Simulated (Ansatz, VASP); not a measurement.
## ZnO: VASP beside Ansatz

Contents of INCAR:

```
PREC     = Accurate       # precision mode
ENCUT    = 520            # plane-wave cutoff, eV
EDIFF    = 1E-6           # SCF threshold, eV
ISMEAR   = -1             # smearing method
SIGMA    = 0.02           # smearing width, eV
LREAL    = False          # projectors in reciprocal space
LASPH    = True           # aspherical terms in the spheres
NELM     = 100            # most SCF steps
ALGO     = Normal         # electronic algorithm
ISIF     = 2              # what is computed and relaxed
LWAVE    = False          # write WAVECAR
LCHARG   = False          # write CHGCAR
GGA      = PE             # functional
NBANDS   = 16             # bands
```

The input KPOINTS:

```
Automatic mesh
0
Gamma
  3 3 3
```

The input POSCAR:

```
ZnO
1.0
    2.6461709590      0.0000000000      0.0000000000
    0.0000000000      2.6461709590      0.0000000000
    0.0000000000      0.0000000000      2.6461709590
Zn O
1 1
Direct
    0.0000000000      0.0000000000      0.0000000000
    0.5000000000      0.5000000000      0.5000000000
```

Input for Ansatz:

```yaml
crystal:
  lattice:
    - [2.646170959, 0.0, 0.0]
    - [0.0, 2.646170959, 0.0]
    - [0.0, 0.0, 2.646170959]
  atoms:
    - { symbol: Zn, position: [0.0, 0.0, 0.0] }
    - { symbol: O, position: [0.5, 0.5, 0.5] }
kpoints:
  mp_grid: { grid: [3, 3, 3] }
hamiltonian:
  xc: pbe
scf:
  occupations: { method: fermi_dirac, width: 0.02 }
  n_extra_bands: 4
output:
  forces: true
  stress: true
  eigenvalues: true
```

Alike in both runs: task single point; functional PBE; k mesh 3 × 3 × 3; occupations fermi-dirac, width 0.02 eV; no spin polarisation.

|  | VASP | Ansatz |
| --- | --- | --- |
| version | VASP 6.6.1 | Ansatz 0.2.0 |
| potentials or method | VASP PAW PBE potentials, release 64 (Zn, O) | plane waves |
| plane-wave cutoff (eV) | 520 | 420 |
| valence electrons in the cell | 18 | 18 |

Ansatz gave:

| Property | Result |
| --- | --- |
| pressure (GPa) | 11.5 |

**Question.** Which values does VASP return?

**Answer.** Pressure (GPa): 12.5.

The functional is the same, so the differences come from potentials, cutoffs and numerics.

The k mesh is coarse, so the values compare programs but aren't converged.
